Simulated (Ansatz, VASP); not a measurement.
This is a calculation of SnO2 for Ansatz 0.2.0.

The input input.yaml:

```yaml
crystal:
  lattice:
    - [5.175256, 0.0, 0.0]
    - [0.0, 5.175256, 0.0]
    - [0.0, 0.0, 5.175256]
  atoms:
    - { symbol: Sn, position: [0.0, 0.0, 0.0] }
    - { symbol: Sn, position: [0.5, 0.0, 0.5] }
    - { symbol: Sn, position: [0.5, 0.5, 0.0] }
    - { symbol: Sn, position: [0.0, 0.5, 0.5] }
    - { symbol: O, position: [0.661098, 0.838902, 0.161098] }
    - { symbol: O, position: [0.838902, 0.161098, 0.661098] }
    - { symbol: O, position: [0.161098, 0.661098, 0.838902] }
    - { symbol: O, position: [0.338902, 0.338902, 0.338902] }
    - { symbol: O, position: [0.661098, 0.661098, 0.661098] }
    - { symbol: O, position: [0.838902, 0.338902, 0.161098] }
    - { symbol: O, position: [0.161098, 0.838902, 0.338902] }
    - { symbol: O, position: [0.338902, 0.161098, 0.838902] }
hamiltonian:
  xc: blyp
  pseudopotentials: { kind: paw }
  dispersion: d3bj
kpoints:
  mp_grid: { grid: [5, 5, 5] }
scf:
  occupations: { method: fermi_dirac, width: 0.05 }
output:
  forces: true
  stress: true
  eigenvalues: true
relax:
  f_tol: 0.01
  max_steps: 40
  cell: { stress_tol: 0.05 }
```

Potentials or basis: Ansatz PAW.

Command:

```console
$ ansatz run input.yaml --threads 4 --pin off --max-ram 11264MiB --backend cpu --events-out ev --progress --plain --runs-dir out
```

Task: Set up the same calculation for VASP 6.6.1. Potentials there: VASP PAW PBE potentials, release 64 (Sn_d, O).

Result: As run (the cutoff follows the program's own potentials):

The input INCAR:

```
AGGAC = 1.0
AGGAX = 1.0
ALDAC = 0.0
ALDAX = 1.0
ALGO = Normal
EDIFF = 1E-7
EDIFFG = -0.01
ENCUT = 600
GGA = B5
IBRION = 2
ISIF = 3
ISMEAR = -1
IVDW = 12
LASPH = True
LCHARG = False
LREAL = False
LWAVE = False
NELM = 60
NSW = 60
PREC = Accurate
SIGMA = 0.05
VDW_A1 = 0.4298
VDW_A2 = 4.2359
VDW_S6 = 1.0
VDW_S8 = 2.6996
```

KPOINTS

```
k-points
0
Gamma
  5 5 5
```

File POSCAR:

```
SnO2
1.0
    5.1752560000      0.0000000000      0.0000000000
    0.0000000000      5.1752560000      0.0000000000
    0.0000000000      0.0000000000      5.1752560000
Sn O
4 8
Direct
    0.0000000000      0.0000000000      0.0000000000
    0.5000000000      0.0000000000      0.5000000000
    0.5000000000      0.5000000000      0.0000000000
    0.0000000000      0.5000000000      0.5000000000
    0.6610980000      0.8389020000      0.1610980000
    0.8389020000      0.1610980000      0.6610980000
    0.1610980000      0.6610980000      0.8389020000
    0.3389020000      0.3389020000      0.3389020000
    0.6610980000      0.6610980000      0.6610980000
    0.8389020000      0.3389020000      0.1610980000
    0.1610980000      0.8389020000      0.3389020000
    0.3389020000      0.1610980000      0.8389020000
```

Potentials or basis: VASP PAW PBE potentials, release 64 (Sn_d, O).

Run with:

```sh
$ cat potpaw_PBE.64/Sn_d/POTCAR potpaw_PBE.64/O/POTCAR > POTCAR
$ mpirun -np 1 vasp_std > vasp.out
```

Both were run:

|  | VASP | Ansatz | Ansatz less VASP |
| --- | --- | --- | --- |
| gap on the k mesh at the Fermi level, each at its own relaxed structure (eV) | 0.66 | 0.67 | +0.007 |
| relaxed volume (Å³/atom) | 11.50 | 11.45 | -0.048 |
| relaxed cell length with the largest relative difference (Å) | 5.167 | 5.160 | -0.0072 |

VASP's potentials were made for PBE, not for BLYP.

Noted on Ansatz's run: Pulay correction over one GPa; odd divisions of the mesh miss points on the zone boundary, where band edges often lie, so the gap on the mesh can be too wide; the plane-wave basis is chosen anew once the cell has moved, so the energies of steps on either side of that aren't comparable.
